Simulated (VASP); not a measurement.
Wanted: the native input for a VASP 6.6.1 run.

- Task: single point
- Functional: PBE
- Potentials or basis: VASP PAW PBE potentials, release 64 (Mg, O)
- Cutoff: 520 eV
- k mesh: 10 × 10 × 10
- Occupations: gaussian, width 0.05 eV
- Spin: no spin polarisation
- Dipole correction: no
- Further INCAR settings: ALGO = Normal; EDIFF = 1e-06; NBANDS = 11

The structure of MgO lies in POSCAR:

```
MgO
1.0
    0.0000000000      2.0740382102      2.0740382102
    2.0740382102      0.0000000000      2.0740382102
    2.0740382102      2.0740382102      0.0000000000
Mg O
1 1
Direct
    0.0266123684      0.0266123684     -0.0266123684
    0.4595716224      0.4595716224      0.5404283776
```

These files were run (other wordings do the same):

INCAR

```
  PREC = Accurate
  ENCUT = 520
  EDIFF = 1E-6
  ISMEAR = 0
  SIGMA = 0.05
  LREAL = False
  LASPH = True
  NELM = 60
  ALGO = Normal
  ISIF = 2
  LWAVE = False
  LCHARG = True
  GGA = PE
  LELF = True
  LVHAR = True
  NBANDS = 11
```

KPOINTS

```
Automatic mesh
0
Gamma
  10 10 10
```

Potentials or basis: VASP PAW PBE potentials, release 64 (Mg, O).

The run is started by

```console
$ cat potpaw_PBE.64/Mg/POTCAR potpaw_PBE.64/O/POTCAR > POTCAR
$ mpirun -np 1 vasp_std > vasp.out
```

It gave:

The pressure is 22.4 GPa and the largest force is 2.961 eV/Å. The band gap on the k mesh is 5.16 eV, direct.

Caveat: forces of over 1 eV/Å act on the atoms, so gaps and moduli don't describe the material at rest.

It took 9.1 s on 1 thread of Intel(R) Xeon(R) Platinum 8488C (Sapphire Rapids) (shared host), peak memory 0.15 GiB.
